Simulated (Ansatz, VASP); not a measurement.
**One calculation of NbPd2, two programs**

INCAR

```
SYSTEM = NbPd2
PREC     = Accurate       ! precision mode
ENCUT    = 600            ! plane-wave cutoff, eV
EDIFF    = 1E-6           ! SCF threshold, eV
ISMEAR   = 0              ! smearing method
SIGMA    = 0.1            ! smearing width, eV
LREAL    = .FALSE.        ! projectors in reciprocal space
LASPH    = .TRUE.         ! aspherical terms in the spheres
NELM     = 60             ! most SCF steps
ALGO     = Fast           ! electronic algorithm
ISIF     = 3              ! what is computed and relaxed
LWAVE    = .FALSE.        ! write WAVECAR
LCHARG   = .FALSE.        ! write CHGCAR
IBRION   = 2              ! ionic algorithm
NSW      = 100            ! ionic steps
EDIFFG   = -0.05          ! ionic threshold
```

File KPOINTS:

```
Automatic mesh
0
G
  8 8 8
  0 0 0
```

File POSCAR:

```
NbPd2
1.0
   -1.4176141950      1.9722901550      4.2204657500
    1.4176141950     -1.9722901550      4.2204657500
    1.4176141950      1.9722901550     -4.2204657500
Nb Pd
1 2
Direct
    0.0000000000      0.0000000000      0.0000000000
    0.6665762700      0.6665762700      0.0000000000
    0.3334237300      0.3334237300      0.0000000000
```

Input for Ansatz:

```yaml
crystal:
  lattice:
    - [-1.417614195, 1.972290155, 4.22046575]
    - [1.417614195, -1.972290155, 4.22046575]
    - [1.417614195, 1.972290155, -4.22046575]
  atoms:
    - { symbol: Nb, position: [0.0, 0.0, 0.0] }
    - { symbol: Pd, position: [0.66657627, 0.66657627, 0.0] }
    - { symbol: Pd, position: [0.33342373, 0.33342373, 0.0] }
basis:
  ecutwfc: 420
kpoints:
  mp_grid: { grid: [8, 8, 8] }
hamiltonian:
  xc: lda
scf:
  occupations: { method: gaussian, width: 0.1 }
output:
  forces: true
  stress: true
  eigenvalues: true
relax:
  adjacent_minimum: "off"
  f_tol: 0.05
  max_steps: 80
  cell: { stress_tol: 0.5 }
```

Alike in both runs: task relaxation of cell and atoms; functional LDA; k mesh 8 × 8 × 8; occupations gaussian, width 0.1 eV; no spin polarisation.

|  | VASP | Ansatz |
| --- | --- | --- |
| version | VASP 6.6.1 | Ansatz 0.2.0 |
| potentials or method | VASP PAW LDA potentials, release 64 (Nb_sv, Pd), cutoff 600 eV | scalar-relativistic, plane waves, PAW |
| valence electrons in the cell | 33 | 49 |

```csv
,VASP,Ansatz,Ansatz less VASP
"gap on the k mesh at the Fermi level, each at its own relaxed structure (eV)",none,none,-
relaxed volume (Å³/atom),14.89,14.88,-0.018
relaxed cell length with the largest relative difference (Å),4.785,4.780,-0.0058
```

LDA's correlation is that of Perdew and Zunger in VASP and of Perdew and Wang (1992) in Ansatz. A gap of «none» marks a metal or a gap that the smearing closes. VASP's potentials hold 33 valence electrons a cell and Ansatz's 49, so a difference there can come from the potentials and not from the codes.
